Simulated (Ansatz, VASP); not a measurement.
# Two plane-wave programs on Tl

File INCAR:

```
SYSTEM = Tl
PREC = Accurate
ENCUT = 520
EDIFF = 1E-6
ISMEAR = -1
SIGMA = 0.1
LREAL = .False.
LASPH = .True.
NELM = 80
ALGO = Normal
ISIF = 2
LWAVE = .False.
LCHARG = .True.
GGA = RP
LELF = .True.
LVHAR = .True.
NBANDS = 34
```

The input KPOINTS:

```
Automatic mesh
0
Gamma
  11 11 3
  0 0 0
```

Contents of POSCAR:

```
Tl
1.0
    3.7380133680      0.0000000000      0.0000000000
   -1.8690066840      3.2372145364      0.0000000000
    0.0000000000      0.0000000000     11.9724882229
Tl
4
Direct
    0.0000000000      1.0000000000      0.0000000000
    0.0000000000      0.0000000000      0.5000000000
    0.3333333333      0.6666666667      0.2500000000
    0.6666666667      0.3333333333      0.7500000000
```

Input for Ansatz:

```yaml
crystal:
  lattice:
    - [3.738013368, 0.0, 0.0]
    - [-1.869006684, 3.2372145364, 0.0]
    - [0.0, 0.0, 11.9724882229]
  atoms:
    - { symbol: Tl, position: [0.0, 1.0, 0.0] }
    - { symbol: Tl, position: [0.0, 0.0, 0.5] }
    - { symbol: Tl, position: [0.3333333333, 0.6666666667, 0.25] }
    - { symbol: Tl, position: [0.6666666667, 0.3333333333, 0.75] }
hamiltonian:
  xc: rpbe
  pseudopotentials:
    kind: paw
    azcp:
      Tl: "pseudopotentials/Tl.paw.azcp"
basis:
  ecutwfc: 420
  fft_grid_basis: typed
kpoints:
  mp_grid: { grid: [11, 11, 3], shift: [0, 0, 0] }
magnetization:
  spin_polarized: false
scf:
  occupations: { method: fermi_dirac, width: 0.1 }
  lower_state_search: "off"
output:
  stress: true
  write_density: true
  write_potential: true
  elf: true
  volumetric_format: npy
```

Alike in both runs: task single point; functional RPBE; k mesh 11 × 11 × 3; occupations fermi-dirac, width 0.1 eV; no spin polarisation.

|  | VASP | Ansatz |
| --- | --- | --- |
| version | VASP 6.6.1 | Ansatz 0.2.0 |
| potentials or method | VASP PAW PBE potentials, release 64 (Tl_d), cutoff 520 eV | plane waves (420 eV) with PAW, scalar-relativistic |
| valence electrons in the cell | 52 | 52 |

VASP gave:

| Property | Result |
| --- | --- |
| pressure (GPa) | -1.3 |
| traceless stress, the component that is largest in VASP (GPa) | -0.13 |

What did Ansatz give for the same quantities?

Pressure (GPa): -1.2; traceless stress, the component that is largest in VASP (GPa): -0.13.

VASP's potentials were made for PBE, not for RPBE.

Spin-orbit coupling is off throughout.
